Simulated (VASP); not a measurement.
Runs of VASP 6.6.1 on BaZrO3. The structure is that of space group Pm-3m (No. 221), or close to it. The cells are those of the table. 

```csv
level,cell,k mesh,grid for exact exchange (PRECFOCK),share of exact exchange,screening parameter,gap on the mesh (eV),pressure (GPa)
PBE,"a = 4.195 Å, 5 atoms",8 × 8 × 8,-,-,-,3.18,(c)
PBE,"a = 4.228 Å, 5 atoms",8 × 8 × 8,-,-,-,3.13,0.8
HSE06,"a = 4.228 Å, 5 atoms",4 × 4 × 4,Normal,0.25,0.2079 1/Å,4.60,-3.1
PBE,"a = 4.149 Å, 5 atoms",8 × 8 × 8,-,-,-,3.25,(d)
PBE,"a = 4.200 Å, 5 atoms",8 × 8 × 8,-,-,-,3.18,4.0
PBE,"a = 4.171 Å, 5 atoms",8 × 8 × 8,-,-,-,(a),7.6
PBE,"a = 4.256 Å, 5 atoms",8 × 8 × 8,-,-,-,(b),-2.1
```

Alike in all rows: task single point; potentials or basis VASP PAW PBE potentials, release 64 (Ba_sv, Zr_sv, O); no spin polarisation; cutoff (eV) 520; smearing gaussian 0.05 eV.

Question: Estimate the missing entries.

Answer: (a) 3.22; (b) 3.09; (c) 4.6; (d) 10.6.

Caveats: spin-orbit coupling is left out, which moves the levels of the heavy elements; the cell stands under pressure (at least some runs); the cell stands under tension (at least some runs); the PAW data sets were made with another functional, which shifts forces and pressure a little (at least some runs).

A k mesh can miss the band edges, and the runs leave out spin-orbit coupling on Ba, Zr.
